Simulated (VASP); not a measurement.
Input of a VASP 6.6.1 run:

File POSCAR:

```
C
1.0
    2.4512062918      0.0000000000      0.0000000000
   -1.2256031459      2.1228069186      0.0000000000
    0.0000000000      0.0000000000      3.5005464240
C
2
Direct
    0.3333333333      0.6666666667      0.0000000000
    0.6666666667      0.3333333333      0.0000000000
```

Contents of INCAR.step1:

```
SYSTEM = C
ALGO     = Normal         ! electronic algorithm
EDIFF    = 1E-4           ! SCF threshold, eV
ENCUT    = 520            ! plane-wave cutoff, eV
GGA      = PE             ! functional
ISMEAR   = 1              ! smearing method
LASPH    = .TRUE.         ! aspherical terms in the spheres
LCHARG   = .FALSE.        ! write CHGCAR
LREAL    = .FALSE.        ! projectors in reciprocal space
LWAVE    = .TRUE.         ! write WAVECAR
NBANDS   = 11             ! bands
NELM     = 100            ! most SCF steps
PREC     = Accurate       ! precision mode
SIGMA    = 0.15           ! smearing width, eV
```

File INCAR.step2:

```
SYSTEM = C
ALGO     = Normal         ! electronic algorithm
EDIFF    = 1E-6           ! SCF threshold, eV
ENCUT    = 520            ! plane-wave cutoff, eV
ISIF     = 2              ! what is computed and relaxed
ISMEAR   = 1              ! smearing method
ISTART   = 1            
LASPH    = .TRUE.         ! aspherical terms in the spheres
LCHARG   = .FALSE.        ! write CHGCAR
LMIXTAU  = .TRUE.       
LREAL    = .FALSE.        ! projectors in reciprocal space
LWAVE    = .FALSE.        ! write WAVECAR
METAGGA  = R2SCAN         ! meta-GGA
NBANDS   = 11             ! bands
NELM     = 100            ! most SCF steps
PREC     = Accurate       ! precision mode
SIGMA    = 0.15           ! smearing width, eV
```

The input KPOINTS:

```
k-points
0
G
  15 15 4
  0 0 0
```

Potentials or basis: VASP PAW PBE potentials, release 64 (C).

Run with:

```sh
$ cat potpaw_PBE.64/C/POTCAR > POTCAR
$ cp INCAR.step1 INCAR
$ mpirun -np 1 vasp_std > vasp.out
$ cp INCAR.step2 INCAR
$ mpirun -np 1 vasp_std > vasp.out
```

Task: What does it give for the pressure?

Result: 2.7 GPa.

Task: Predict the band gap on the k mesh.

Result: Zero (band 4 reaches 4.95 eV, above the bottom of band 5 at 3.85 eV).

Stress tensor (GPa, compression positive):
```
3.03 0.00 0.00
0.00 3.03 0.00
0.00 0.00 1.92
```

Caveat: the k points lie up to 0.45 Å⁻¹ apart; the PAW data sets were made with another functional, which shifts forces and pressure a little.
